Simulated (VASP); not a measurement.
# ZnPtC6N6 (Fm-3m) in VASP: a series of runs

Aim: see how the results for ZnPtC6N6 move with the level of theory and the settings. Levels: PBE, r2SCAN, PBE+U. Tasks: electric field gradients.

Program: VASP 6.6.1. These are calculated values, not measurements. Logs are shortened: lines on timing, memory, paths and dates and some standing lists are left out, and cuts for length are marked.

**1. The cell of the first run**

The structure is cubic, space group Fm-3m (No. 225). Conventional cell: a = 10.524 Å, b = 10.524 Å, c = 10.524 Å, α = 90.00°, β = 90.00°, γ = 90.00°. Within 2.8 Å of Zn (site symmetry m-3m) lie 6 N at 2.14 Å. Within 2.7 Å of Pt (site symmetry m-3m) lie 6 C at 2.04 Å. Within 1.5 Å of C (site symmetry 4mm) lie 1 N at 1.09 Å. N (site symmetry 4mm) has 1 C at 1.09 Å within 1.5 Å.

**2. Electric field gradients, PBE**

INCAR reads:

```
SYSTEM = ZnPtC6N6
PREC = Accurate
ENCUT = 520
EDIFF = 1E-8
ISMEAR = -1
SIGMA = 0.05
LREAL = .FALSE.
LASPH = .TRUE.
NELM = 80
ALGO = Normal
ISIF = 2
LWAVE = .FALSE.
LCHARG = .FALSE.
GGA = PE
LEFG = .TRUE.
NBANDS = 51
```

KPOINTS reads:

```
regular mesh
0
G
  5 5 5
  0 0 0
```

POSCAR reads:

```
ZnPtC6N6
1.0
    0.0000000000      5.2620500000      5.2620500000
    5.2620500000      0.0000000000      5.2620500000
    5.2620500000      5.2620500000      0.0000000000
Zn Pt C N
1 1 6 6
Direct
    0.5000000000      0.5000000000      0.5000000000
    0.0000000000      0.0000000000      0.0000000000
    0.1934000000      0.1934000000      0.8066000000
    0.8066000000      0.8066000000      0.1934000000
    0.8066000000      0.1934000000      0.1934000000
    0.1934000000      0.8066000000      0.8066000000
    0.1934000000      0.8066000000      0.1934000000
    0.8066000000      0.1934000000      0.8066000000
    0.2965000000      0.2965000000      0.7035000000
    0.7035000000      0.7035000000      0.2965000000
    0.7035000000      0.2965000000      0.2965000000
    0.2965000000      0.7035000000      0.7035000000
    0.2965000000      0.7035000000      0.2965000000
    0.7035000000      0.2965000000      0.7035000000
```

Potentials or basis: VASP PAW PBE potentials, release 64 (Zn, Pt, C, N).

Command:

```sh
> cat potpaw_PBE.64/Zn/POTCAR potpaw_PBE.64/Pt/POTCAR potpaw_PBE.64/C/POTCAR potpaw_PBE.64/N/POTCAR > POTCAR
> mpirun -np 1 vasp_std > vasp.out
```

OUTCAR:

```text
SYSTEM = ZnPtC6N6
   PREC = Accurate
   ENCUT = 520
   EDIFF = 1E-8
   ISMEAR = -1
   LREAL = .FALSE.
   LASPH = .TRUE.
   NELM = 80
   ISIF = 2
   GGA = PE

 ion  position               nearest neighbor table
   1  0.500  0.500  0.500-   9 2.14  10 2.14  11 2.14  12 2.14  13 2.14  14 2.14
   2  0.000  0.000  0.000-   3 2.04   4 2.04   5 2.04   6 2.04   7 2.04   8 2.04
   3  0.193  0.193  0.807-   9 1.09   2 2.04
   4  0.807  0.807  0.193-  10 1.09   2 2.04
   5  0.807  0.193  0.193-  11 1.09   2 2.04
   6  0.193  0.807  0.807-  12 1.09   2 2.04
   7  0.193  0.807  0.193-  13 1.09   2 2.04
   8  0.807  0.193  0.807-  14 1.09   2 2.04
   9  0.297  0.297  0.703-   3 1.09   1 2.14
  10  0.703  0.703  0.297-   4 1.09   1 2.14
  11  0.703  0.297  0.297-   5 1.09   1 2.14
  12  0.297  0.703  0.703-   6 1.09   1 2.14
  13  0.297  0.703  0.297-   7 1.09   1 2.14
  14  0.703  0.297  0.703-   8 1.09   1 2.14

  LATTYP: Found a face centered cubic cell.
 ALAT       =    10.5241000000

  Lattice vectors:

 A1 = (   0.0000000000,   5.2620500000,   5.2620500000)
 A2 = (   5.2620500000,   0.0000000000,   5.2620500000)
 A3 = (   5.2620500000,   5.2620500000,   0.0000000000)

Analysis of symmetry for initial positions (statically):
=====================================================================
 Subroutine PRICEL returns:
 Original cell was already a primitive cell.

 Routine SETGRP: Setting up the symmetry group for a
 face centered cubic supercell.

 Subroutine GETGRP returns: Found 48 space group operations
 (whereof 48 operations were pure point group operations)
 out of a pool of 48 trial point group operations.

The static configuration has the point symmetry O_h .

Analysis of symmetry for dynamics (positions and initial velocities):
=====================================================================
 Subroutine PRICEL returns:
 Original cell was already a primitive cell.

 Routine SETGRP: Setting up the symmetry group for a
 face centered cubic supercell.

 Subroutine GETGRP returns: Found 48 space group operations
 (whereof 48 operations were pure point group operations)
 out of a pool of 48 trial point group operations.

The dynamic configuration has the point symmetry O_h .

 Subroutine INISYM returns: Found 48 space group operations
 (whereof 48 operations are pure point group operations),
 and found     1 'primitive' translations

----------------------------------------------------------------------------------------

                                     Primitive cell

  volume of cell :     291.4036

  direct lattice vectors                    reciprocal lattice vectors
     0.000000000  5.262050000  5.262050000    -0.095020002  0.095020002  0.095020002
     5.262050000  0.000000000  5.262050000     0.095020002 -0.095020002  0.095020002
     5.262050000  5.262050000  0.000000000     0.095020002  0.095020002 -0.095020002

  length of vectors
     7.441662476  7.441662476  7.441662476     0.164579471  0.164579471  0.164579471

  position of ions in fractional coordinates (direct lattice)
     0.500000000  0.500000000  0.500000000
     0.000000000  0.000000000  0.000000000
     0.193400000  0.193400000  0.806600000
     0.806600000  0.806600000  0.193400000
     0.806600000  0.193400000  0.193400000
     0.193400000  0.806600000  0.806600000
     0.193400000  0.806600000  0.193400000
     0.806600000  0.193400000  0.806600000
     0.296500000  0.296500000  0.703500000
     0.703500000  0.703500000  0.296500000
     0.703500000  0.296500000  0.296500000
     0.296500000  0.703500000  0.703500000
     0.296500000  0.703500000  0.296500000
     0.703500000  0.296500000  0.703500000
[... 99 lines left out ...]
   GGA     = PE    functional components
   LHFCALC =     F    Hartree Fock is set to
   AEXX    =    0.0000 exact exchange contribution
   IVDW    =     0    specifies the selected vdW correction
   LEPSILON=     F    determine dielectric tensor
   LRPA    =     F    only Hartree local field effects (RPA)
 non-spin polarized calculation
  energy-cutoff  :      520.00
  volume of cell :      291.40
 maximum number of plane-waves:      7870
   NGX = 27   NGY = 27   NGZ = 27

 number of electron      76.0000004 magnetization

 Free energy of the ion-electron system (eV)
  ---------------------------------------------------
  ext. energy  EPLUGINS =         0.00000000
  ---------------------------------------------------
  free energy    TOTEN  =      -105.67410527 eV

  energy without entropy =     -105.67410527  energy(sigma->0) =     -105.67410527

 E-fermi :  -2.2802     XC(G=0):  -6.7523

 val. band max:       -3.4573321249   @ k =  -0.4000   0.2000   0.0000
 cond. band min:       1.6445343034   @ k =   0.4000   0.4000   0.0000
 fundamental gap:      5.1018664282
 Fermi energy:        -2.2802240664

 k-point     1 :       0.0000    0.0000    0.0000
  band No.  band energies     occupation
      1     -19.8056      2.00000
      2     -19.6357      2.00000
      3     -19.6357      2.00000
      4     -19.6357      2.00000
      5     -19.5876      2.00000
      6     -19.5876      2.00000
[... 519 lines left out ...]
     49       4.5263      0.00000
     50       4.7033      0.00000
 [bands above 50 left out]

------------------------ aborting loop because EDIFF is reached ----------------------------------------

  FORCE on cell =-STRESS in cart. coord.  units (eV):
  Direction    XX          YY          ZZ          XY          YZ          ZX
  --------------------------------------------------------------------------------------
  -------------------------------------------------------------------------------------
  Total       24.4240050     24.4240050     24.4240050     -0.0000000      0.0000000     -0.0000000
  in kB      134.2865621    134.2865621    134.2865621     -0.0000000      0.0000000     -0.0000000
  external PRESSURE =     134.2865621 kB  Pullay stress =       0.0000000 kB

 VOLUME and BASIS-vectors are now :
 -----------------------------------------------------------------------------
  energy-cutoff  :      520.00
  volume of cell :      291.40
      direct lattice vectors                 reciprocal lattice vectors
     0.000000000  5.262050000  5.262050000    -0.095020002  0.095020002  0.095020002
     5.262050000  0.000000000  5.262050000     0.095020002 -0.095020002  0.095020002
     5.262050000  5.262050000  0.000000000     0.095020002  0.095020002 -0.095020002

 POSITION                                       TOTAL-FORCE (eV/Angst)
 -----------------------------------------------------------------------------------
      5.26205      5.26205      5.26205        -0.000000     -0.000000      0.000000
      0.00000      0.00000      0.00000        -0.000000     -0.000000      0.000000
      5.26205      5.26205      2.03536        -0.000000     -0.000000    -12.217785
      5.26205      5.26205      8.48874        -0.000000     -0.000000     12.217785
      2.03536      5.26205      5.26205       -12.217785     -0.000000      0.000000
      8.48874      5.26205      5.26205        12.217785     -0.000000      0.000000
      5.26205      2.03536      5.26205        -0.000000    -12.217785      0.000000
      5.26205      8.48874      5.26205        -0.000000     12.217785      0.000000
      5.26205      5.26205      3.12040        -0.000000     -0.000000     11.769381
      5.26205      5.26205      7.40370        -0.000000     -0.000000    -11.769381
      3.12040      5.26205      5.26205        11.769381     -0.000000      0.000000
      7.40370      5.26205      5.26205       -11.769381     -0.000000      0.000000
      5.26205      3.12040      5.26205        -0.000000     11.769381      0.000000
      5.26205      7.40370      5.26205        -0.000000    -11.769381      0.000000
 -----------------------------------------------------------------------------------
    total drift:                               -0.000000     -0.000000      0.000000

  FREE ENERGIE OF THE ION-ELECTRON SYSTEM (eV)
  ---------------------------------------------------
  free  energy   TOTEN  =      -105.6741052683 eV

  energy  without entropy=     -105.6741052682  energy(sigma->0) =     -105.67410527

 Electric field gradients (V/A^2)
---------------------------------------------------------------------
 ion       V_xx      V_yy      V_zz      V_xy      V_xz      V_yz
---------------------------------------------------------------------
   1       0.000    -0.000    -0.000     0.004     0.004     0.004
   2      -0.000    -0.000    -0.000     0.000     0.000     0.000
   3      26.720    26.720   -53.439    -0.000     0.000     0.000
   4      26.720    26.720   -53.439    -0.000     0.000     0.000
   5     -53.439    26.720    26.720     0.000     0.000    -0.000
   6     -53.439    26.720    26.720     0.000     0.000    -0.000
   7      26.720   -53.439    26.720     0.000    -0.000     0.000
   8      26.720   -53.439    26.720     0.000    -0.000     0.000
   9      44.307    44.307   -88.613     0.000     0.001     0.001
  10      44.307    44.307   -88.613     0.000     0.001     0.001
  11     -88.613    44.307    44.307     0.001     0.001     0.000
  12     -88.613    44.307    44.307     0.001     0.001     0.000
  13      44.307   -88.613    44.307     0.001     0.000     0.001
  14      44.307   -88.613    44.307     0.001     0.000     0.001
---------------------------------------------------------------------

 Electric field gradients after diagonalization (V/A^2)
 (convention: |V_zz| > |V_xx| > |V_yy|)
----------------------------------------------------------------------
 ion       V_xx      V_yy      V_zz     asymmetry (V_yy - V_xx)/ V_zz
----------------------------------------------------------------------
   1      -0.004    -0.004     0.008       0.000
   2      -0.000    -0.000     0.000       0.000
   3      26.720    26.719   -53.439       0.000
   4      26.720    26.719   -53.439       0.000
   5      26.720    26.719   -53.439       0.000
   6      26.720    26.719   -53.439       0.000
   7      26.720    26.719   -53.439       0.000
   8      26.720    26.719   -53.439       0.000
   9      44.307    44.306   -88.613       0.000
  10      44.307    44.306   -88.613       0.000
  11      44.307    44.306   -88.613       0.000
  12      44.307    44.306   -88.613       0.000
  13      44.307    44.306   -88.613       0.000
  14      44.307    44.306   -88.613       0.000
----------------------------------------------------------------------

           NMR quadrupolar parameters

 Cq : quadrupolar parameter    Cq=e*Q*V_zz/h
 eta: asymmetry parameters     (V_yy - V_xx)/ V_zz
 Q  : nuclear electric quadrupole moment in mb (millibarn)
----------------------------------------------------------------------
 ion       Cq(MHz)       eta       Q (mb)
----------------------------------------------------------------------
   1       0.000       0.000       1.000
   2       0.000       0.000       1.000
   3      -0.129       0.000       1.000
   4      -0.129       0.000       1.000
   5      -0.129       0.000       1.000
   6      -0.129       0.000       1.000
   7      -0.129       0.000       1.000
   8      -0.129       0.000       1.000
   9      -0.214       0.000       1.000
  10      -0.214       0.000       1.000
  11      -0.214       0.000       1.000
  12      -0.214       0.000       1.000
  13      -0.214       0.000       1.000
  14      -0.214       0.000       1.000
----------------------------------------------------------------------
```

Run time: 4.7 min. Hardware: 1 thread of Intel Xeon Platinum 8259CL at 2.50GHz (Skylake/Cascade Lake), shared host; peak memory 0.52 GiB.

Results:

- Free energy: -105.6741 eV
- Pressure: 13.4 GPa
- Largest force: 12.218 eV/Å
- Band gap on the k mesh: 5.10 eV (least direct gap 5.19 eV)
- Largest electric field gradient by atom: Zn +0.0; Pt -0.0; C -53.4; N -88.6 V/Å²

Forces on the atoms (eV/Å):
```
Zn    0.000   0.000   0.000
Pt    0.000   0.000   0.000
C     0.000   0.000 -12.218
C     0.000   0.000  12.218
C   -12.218   0.000   0.000
C    12.218   0.000   0.000
C     0.000 -12.218   0.000
C     0.000  12.218   0.000
N     0.000   0.000  11.769
N     0.000   0.000 -11.769
N    11.769   0.000   0.000
N   -11.769   0.000   0.000
N     0.000  11.769   0.000
N     0.000 -11.769   0.000
```

Levels at points of the mesh, in eV from the valence-band top:
```tsv
k point	band 34	band 35	band 36	band 37	band 38	band 39	band 40	band 41	band 42	band 43
(0.00, 0.00, 0.00)	-1.07	-1.07	-1.07	-0.31	-0.31	5.29	5.29	6.89	6.93	6.93
```

Electric field gradients, principal values (V/Å²):
```
atom   least  middle  greatest (by size)
1 Zn  -0.004  -0.004               0.008
2 Pt   0.000   0.000               0.000
 3 C  26.719  26.720             -53.439
 4 C  26.719  26.720             -53.439
 5 C  26.719  26.720             -53.439
 6 C  26.719  26.720             -53.439
 7 C  26.719  26.720             -53.439
 8 C  26.719  26.720             -53.439
 9 N  44.306  44.307             -88.613
10 N  44.306  44.307             -88.613
11 N  44.306  44.307             -88.613
12 N  44.306  44.307             -88.613
13 N  44.306  44.307             -88.613
14 N  44.306  44.307             -88.613
```

Caveat: the cell stands under pressure; without QUAD_EFG the Cq values of the log hold for a quadrupole moment of 1 mb, not for the nuclei; spin-orbit coupling is left out, which moves the levels of the heavy elements; an odd mesh through Γ misses points on the zone boundary, where band edges can lie; forces of over 1 eV/Å act on the atoms, so gaps and moduli don't describe the material at rest.

[end of part 1 of 2]
